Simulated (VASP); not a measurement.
# ZrH2 (Fm-3m) in VASP: notebook

The runs below take ZrH2 through single point, with PBEsol.

Program: VASP 6.6.1. These are calculated values, not measurements. Logs are shortened: lines on timing, memory, paths and dates and some standing lists are left out, and cuts for length are marked.

## (1) The cell of the first run

The structure is cubic, space group Fm-3m (No. 225). The conventional cell has a = 4.720 Å, b = 4.720 Å, c = 4.720 Å, α = 90.00°, β = 90.00°, γ = 90.00°. Within 2.7 Å of Zr (site symmetry m-3m) lie 8 H at 2.04 Å. Within 2.7 Å of H (site symmetry -43m) lie 4 Zr at 2.04 Å and 6 H at 2.36 Å.

## (2) Single point, PBEsol

INCAR reads:

```
SYSTEM = ZrH2
ALGO = Normal
EDIFF = 1E-6
ENCUT = 520
GGA = PS
ISIF = 2
ISMEAR = -1
LASPH = .True.
LCHARG = .True.
LELF = .True.
LREAL = .False.
LVHAR = .True.
LWAVE = .False.
NBANDS = 14
NELM = 60
PREC = Accurate
SIGMA = 0.1
```

KPOINTS reads:

```
k-points
0
Gamma
  10 10 10
  0 0 0
```

POSCAR reads:

```
ZrH2
1.0
    0.0000000000      2.3600482407      2.3600482407
    2.3600482407      0.0000000000      2.3600482407
    2.3600482407      2.3600482407      0.0000000000
Zr H
1 2
Direct
    0.0000000000      0.0000000000      0.0000000000
    0.7500000000      0.7500000000      0.7500000000
    0.2500000000      0.2500000000      0.2500000000
```

Potentials or basis: VASP PAW PBE potentials, release 64 (Zr_sv, H).

Launch:

```sh
> cat potpaw_PBE.64/Zr_sv/POTCAR potpaw_PBE.64/H/POTCAR > POTCAR
> mpirun -np 1 vasp_std > vasp.out
```

OUTCAR:

```text
SYSTEM = ZrH2
   EDIFF = 1E-6
   ENCUT = 520
   GGA = PS
   ISIF = 2
   ISMEAR = -1
   LASPH = .True.
   LREAL = .False.
   NELM = 60
   PREC = Accurate

 ion  position               nearest neighbor table
   1  0.000  0.000  0.000-   2 2.04   2 2.04   2 2.04   2 2.04   3 2.04   3 2.04   3 2.04   3 2.04

   2  0.750  0.750  0.750-   1 2.04   1 2.04   1 2.04   1 2.04
   3  0.250  0.250  0.250-   1 2.04   1 2.04   1 2.04   1 2.04

  LATTYP: Found a face centered cubic cell.
 ALAT       =     4.7200964814

  Lattice vectors:

 A1 = (   0.0000000000,   2.3600482407,   2.3600482407)
 A2 = (   2.3600482407,   0.0000000000,   2.3600482407)
 A3 = (   2.3600482407,   2.3600482407,   0.0000000000)

Analysis of symmetry for initial positions (statically):
=====================================================================
 Subroutine PRICEL returns:
 Original cell was already a primitive cell.

 Routine SETGRP: Setting up the symmetry group for a
 face centered cubic supercell.

 Subroutine GETGRP returns: Found 48 space group operations
 (whereof 48 operations were pure point group operations)
 out of a pool of 48 trial point group operations.

The static configuration has the point symmetry O_h .

Analysis of symmetry for dynamics (positions and initial velocities):
=====================================================================
 Subroutine PRICEL returns:
 Original cell was already a primitive cell.

 Routine SETGRP: Setting up the symmetry group for a
 face centered cubic supercell.

 Subroutine GETGRP returns: Found 48 space group operations
 (whereof 48 operations were pure point group operations)
 out of a pool of 48 trial point group operations.

The dynamic configuration has the point symmetry O_h .

 Subroutine INISYM returns: Found 48 space group operations
 (whereof 48 operations are pure point group operations),
 and found     1 'primitive' translations

----------------------------------------------------------------------------------------

                                     Primitive cell

  volume of cell :      26.2901

  direct lattice vectors                    reciprocal lattice vectors
     0.000000000  2.360048241  2.360048241    -0.211860076  0.211860076  0.211860076
     2.360048241  0.000000000  2.360048241     0.211860076 -0.211860076  0.211860076
     2.360048241  2.360048241  0.000000000     0.211860076  0.211860076 -0.211860076

  length of vectors
     3.337612230  3.337612230  3.337612230     0.366952416  0.366952416  0.366952416

  position of ions in fractional coordinates (direct lattice)
     0.000000000  0.000000000  0.000000000
     0.750000000  0.750000000  0.750000000
     0.250000000  0.250000000  0.250000000

  ion indices of the primitive-cell ions
   primitive index   ion index
                 1           1
                 2           2
                 3           3

----------------------------------------------------------------------------------------

 KPOINTS: k-points

Automatic generation of k-mesh.
 Grid dimensions read from file:
 generate k-points for:   10   10   10

 Generating k-lattice:

  Cartesian coordinates                     Fractional coordinates (reciprocal lattice)
    -0.021186008  0.021186008  0.021186008     0.100000000  0.000000000  0.000000000
     0.021186008 -0.021186008  0.021186008     0.000000000  0.100000000  0.000000000
     0.021186008  0.021186008 -0.021186008     0.000000000  0.000000000  0.100000000

  Length of vectors
     0.036695242  0.036695242  0.036695242

  Shift w.r.t. Gamma in fractional coordinates (k-lattice)
     0.000000000  0.000000000  0.000000000

 Subroutine IBZKPT returns following result:
 ===========================================

 Found     47 irreducible k-points:

 Following reciprocal coordinates:
            Coordinates               Weight
  0.000000  0.000000  0.000000      1.000000
  0.100000  0.000000  0.000000      8.000000
  0.200000  0.000000  0.000000      8.000000
  0.300000  0.000000  0.000000      8.000000
  0.400000  0.000000  0.000000      8.000000
  0.500000  0.000000  0.000000      4.000000
[... 16 lines left out ...]
  0.300000  0.300000  0.000000      6.000000
  0.400000  0.300000  0.000000     24.000000
 [... further k-points ...]
   k-points           NKPTS =     47   k-points in BZ     NKDIM =     47   number of bands    NBANDS=     14
   number of dos      NEDOS =    301   number of ions     NIONS =      3
   total plane-waves  NPLWV =  21952
   dimension x,y,z NGX =    28 NGY =   28 NGZ =   28
   dimension x,y,z NGXF=    56 NGYF=   56 NGZF=   56
   ions per type =               1   2
   NGX,Y,Z   is equivalent  to a cutoff of  13.95, 13.95, 13.95 a.u.
   NGXF,Y,Z  is equivalent  to a cutoff of  27.89, 27.89, 27.89 a.u.
 SYSTEM =  ZrH2
   PREC   = accura    normal or accurate (medium, high low for compatibility)
   ISTART =      0    job   : 0-new  1-cont  2-samecut
   ICHARG =      2    charge: 1-file 2-atom 10-const
   ISPIN  =      1    spin polarized calculation?
   LNONCOLLINEAR =      F non collinear calculations
   LSORBIT =      F    spin-orbit coupling
   LASPH  =      T    aspherical Exc in radial PAW
   ENCUT  =  520.0 eV  38.22 Ry    6.18 a.u.   6.21  6.21  6.21*2*pi/ulx,y,z
   NELM   =     60;   NELMIN=  2; NELMDL= -5     # of ELM steps
   EDIFF  = 0.1E-05   stopping-criterion for ELM
   LREAL  =      F    real-space projection
   EDIFFG = 0.1E-04   stopping-criterion for IOM
   NSW    =      0    number of steps for IOM
   IBRION =     -1    ionic relax: 0-MD 1-quasi-New 2-CG
   NFREE  =      0    steps in history (QN), initial steepest desc. (CG)
   ISIF   =      2    stress and relaxation
   ISYM   =      2    0-nonsym 1-usesym 2-fastsym
   POTIM  = 0.5000    time-step for ionic-motion
   TEBEG  =    0.0;   TEEND  =   0.0 temperature during run
   PSTRESS=    0.0 pullay stress
   NELECT =      14.0000    total number of electrons
   NUPDOWN=      -1.0000    fix difference up-down
   EMIN   =  10.00;   EMAX   =-10.00  energy-range for DOS
   EFERMI =   0.00;   METHOD = LEGACY
   ISMEAR =    -1;   SIGMA  =   0.10  broadening in eV -4-tet -1-fermi 0-gaus
   EFERMI_NEDOS =   21; number of points for ismear=-14 and -15
   IALGO  =     38    algorithm
   IMIX   =      4    mixing-type and parameters
     AMIX     =   0.40;   BMIX     =  1.00
     AMIX_MAG =   1.60;   BMIX_MAG =  1.00
  volume/ion in A,a.u.               =       8.76        59.14
  Fermi-wavevector in a.u.,A,eV,Ry     =   1.326946  2.507565 23.956949  1.760786
  Thomas-Fermi vector in A             =   2.456295
   LORBIT       =      0    0 simple, 1 ext, 2 COOP (PROOUT), +10 PAW based schemes
   GGA     = PS    functional components
   LHFCALC =     F    Hartree Fock is set to
   AEXX    =    0.0000 exact exchange contribution
   IVDW    =     0    specifies the selected vdW correction
   LEPSILON=     F    determine dielectric tensor
   LRPA    =     F    only Hartree local field effects (RPA)
 non-spin polarized calculation
  energy-cutoff  :      520.00
  volume of cell :       26.29
 maximum number of plane-waves:       725
 NGX is ok and might be reduce to    28
   NGX = 13   NGY = 13   NGZ = 13

 number of electron      13.9999999 magnetization

 Free energy of the ion-electron system (eV)
  ---------------------------------------------------
  ext. energy  EPLUGINS =         0.00000000
  ---------------------------------------------------
  free energy    TOTEN  =       -17.59351503 eV

  energy without entropy =      -17.55275444  energy(sigma->0) =      -17.57313473

 E-fermi :   8.8941     XC(G=0): -11.5495

 val. band max:        8.8567875253   @ k =  -0.1000   0.1000   0.0000
 cond. band min:       8.9028777636   @ k =  -0.1000   0.1000   0.0000
 fundamental gap:      0.0460902383
 Fermi energy:         8.8940960768

 k-point     1 :       0.0000    0.0000    0.0000
  band No.  band energies     occupation
      1     -40.1118      2.00000
      2     -17.8509      2.00000
      3     -17.8509      2.00000
      4     -17.8509      2.00000
      5      -0.9357      2.00000
      6       7.6128      1.99999
      7       8.5480      1.93914
      8       8.5480      1.93914
      9       8.5480      1.93914
     10      11.3381      0.00000
     11      11.3381      0.00000
     12      20.1623      0.00000
     13      21.4226      0.00000
     14      21.4226      0.00000

 k-point     2 :       0.1000    0.0000    0.0000
  band No.  band energies     occupation
      1     -40.1023      2.00000
      2     -17.9339      2.00000
      3     -17.8605      2.00000
      4     -17.8605      2.00000
      5      -0.6706      2.00000
      6       6.2091      2.00000
      7       8.6835      1.78294
      8       8.6835      1.78294
      9      10.2793      0.00000
     10      11.2060      0.00000
     11      11.2060      0.00000
     12      18.6028      0.00000
     13      21.9884      0.00000
     14      21.9884      0.00000

 k-point     3 :       0.2000    0.0000    0.0000
  band No.  band energies     occupation
      1     -40.0773      2.00000
      2     -18.1455      2.00000
      3     -17.8855      2.00000
      4     -17.8855      2.00000
      5       0.0226      2.00000
      6       4.8896      2.00000
      7       8.9349      0.79862
      8       8.9349      0.79862
      9      11.0910      0.00000
     10      11.0910      0.00000
     11      12.4301      0.00000
     12      17.2186      0.00000
     13      22.7133      0.00000
     14      23.5004      0.00000
[... 324 lines left out ...]
 k-point    23 :       0.3000    0.3000    0.0000
  band No.  band energies     occupation
      1     -40.0246      2.00000
      2     -18.3921      2.00000
      3     -18.0256      2.00000
      4     -18.0256      2.00000
      5       1.8347      2.00000
      6       3.0663      2.00000
      7       7.7189      1.99998
      8      10.5625      0.00000
      9      10.5625      0.00000
     10      12.3507      0.00000
     11      16.1704      0.00000
     12      18.7022      0.00000
     13      19.8811      0.00000
     14      19.8811      0.00000

 k-point    24 :       0.4000    0.3000    0.0000
  band No.  band energies     occupation
      1     -40.0045      2.00000
      2     -18.4970      2.00000
      3     -18.0842      2.00000
      4     -18.0552      2.00000
      5       2.5424      2.00000
      6       2.7967      2.00000
      7       6.9822      2.00000
      8      10.9077      0.00000
      9      11.4837      0.00000
     10      12.7820      0.00000
     11      17.1150      0.00000
     12      18.0258      0.00000
     13      18.7706      0.00000
     14      18.7753      0.00000

 [... further k-points ...]
[... 5 lines left out ...]
  --------------------------------------------------------------------------------------
  -------------------------------------------------------------------------------------
  Total        0.6942416      0.6942416      0.6942416     -0.0000000     -0.0000000     -0.0000000
  in kB       42.3085942     42.3085942     42.3085942     -0.0000000     -0.0000000     -0.0000000
  external PRESSURE =      42.3085942 kB  Pullay stress =       0.0000000 kB

 VOLUME and BASIS-vectors are now :
 -----------------------------------------------------------------------------
  energy-cutoff  :      520.00
  volume of cell :       26.29
      direct lattice vectors                 reciprocal lattice vectors
     0.000000000  2.360048241  2.360048241    -0.211860076  0.211860076  0.211860076
     2.360048241  0.000000000  2.360048241     0.211860076 -0.211860076  0.211860076
     2.360048241  2.360048241  0.000000000     0.211860076  0.211860076 -0.211860076

 POSITION                                       TOTAL-FORCE (eV/Angst)
 -----------------------------------------------------------------------------------
      0.00000      0.00000      0.00000        -0.000000     -0.000000     -0.000000
      3.54007      3.54007      3.54007        -0.000000     -0.000000     -0.000000
      1.18002      1.18002      1.18002         0.000000      0.000000      0.000000
 -----------------------------------------------------------------------------------
    total drift:                               -0.000000     -0.000000      0.000000

  FREE ENERGIE OF THE ION-ELECTRON SYSTEM (eV)
  ---------------------------------------------------
  free  energy   TOTEN  =       -17.5935150271 eV

  energy  without entropy=      -17.5527544379  energy(sigma->0) =      -17.57313473
```

It took 9.3 s on 1 thread of Intel Xeon 6975P-C (Granite Rapids), shared host; peak memory 0.16 GiB.

Results:

```
Free energy            : -17.5935 eV
Pressure               : 4.2 GPa
Band gap on the k mesh : zero (band 7 reaches 9.37 eV, above the bottom of band 8 at 8.55 eV)
```

Caveat: the PAW data sets were made with another functional, which shifts forces and pressure a little.

## (3) Single point, PBEsol

This run uses another cell than the first one, of 8.95 Å³/atom, 1.021 times its volume.

INCAR reads:

```
SYSTEM = ZrH2
ALGO = Normal ; EDIFF = 1E-7
ENCUT = 520 ; GGA = PS
ISIF = 2 ; ISMEAR = -1
LASPH = .True. ; LCHARG = .False.
LREAL = .False. ; LWAVE = .False.
NBANDS = 14 ; NELM = 60
PREC = Accurate ; SIGMA = 0.1
```

KPOINTS is that of step 2.

POSCAR reads:

```
ZrH2
1.0
    0.0000000000      2.3766688463      2.3766688463
    2.3766688463      0.0000000000      2.3766688463
    2.3766688463      2.3766688463      0.0000000000
Zr H
1 2
Direct
    0.0000000000      0.0000000000      0.0000000000
    0.7500000000      0.7500000000      0.7500000000
    0.2500000000      0.2500000000      0.2500000000
```

Potentials or basis: VASP PAW PBE potentials, release 64 (Zr_sv, H).

Launch:

```sh
> cat potpaw_PBE.64/Zr_sv/POTCAR potpaw_PBE.64/H/POTCAR > POTCAR
> mpirun -np 1 vasp_std > vasp.out
```

Run time: 10 s. Hardware: 1 thread of Intel Xeon 6975P-C (Granite Rapids), shared host; peak memory 0.16 GiB.

Results (log left out):

- Free energy: -17.6034 eV
- Pressure: 1.0 GPa
- Band gap on the k mesh: zero (band 7 reaches 9.14 eV, above the bottom of band 8 at 8.34 eV)

Levels at points of the mesh, in eV from the Fermi level:
| k point | band 5 | band 6 | band 7 | band 8 | band 9 | band 10 |
| --- | --- | --- | --- | --- | --- | --- |
| (0.00, 0.00, 0.00) | -9.75 | -1.27 | -0.34 | -0.34 | -0.34 | 2.38 |
| (0.50, 0.00, 0.00) | -7.55 | -4.39 | -0.22 | -0.22 | 3.81 | 3.81 |
| (0.50, 0.50, 0.00) | -6.69 | -4.47 | -3.50 | 4.00 | 4.07 | 4.07 |

Caveat: the PAW data sets were made with another functional, which shifts forces and pressure a little.
